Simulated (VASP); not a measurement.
A run of VASP 6.6.1:

Contents of INCAR:

```
SYSTEM = Mo3H
PREC = Accurate
ENCUT = 600
EDIFF = 1E-6
ISMEAR = 0
SIGMA = 0.2
LREAL = .False.
LASPH = .True.
NELM = 60
ALGO = Normal
ISIF = 3
LWAVE = .False.
LCHARG = .False.
GGA = PE
IBRION = 2
NSW = 36
EDIFFG = -0.08
```

Contents of KPOINTS:

```
regular mesh
0
Gamma
  8 8 8
  0 0 0
```

File POSCAR:

```
Mo3H
1.0
   -1.5901586500      1.5901586500      5.2321349100
    1.5901586500     -1.5901586500      5.2321349100
    1.5901586500      1.5901586500     -5.2321349100
H Mo
1 3
Direct
    0.5000000000      0.5000000000      0.0000000000
    0.6850000000      0.6850000000      0.0000000000
    0.3150000000      0.3150000000      0.0000000000
    0.0000000000      0.0000000000      0.0000000000
```

Potentials or basis: VASP PAW PBE potentials, release 64 (H, Mo_sv).

The run is started by

```sh
$ cat potpaw_PBE.64/H/POTCAR potpaw_PBE.64/Mo_sv/POTCAR > POTCAR
$ mpirun -np 1 vasp_std > vasp.out
```

Hardware: 1 thread of Intel Xeon 8259CL, with other jobs on the host.

Q: Estimate the wall time of this run.

A: It took 19 min on 1 thread of Intel Xeon 8259CL, with other jobs on the host, peak memory 0.39 GiB. Counts: scf iterations 54, k points 59, ion steps 6.
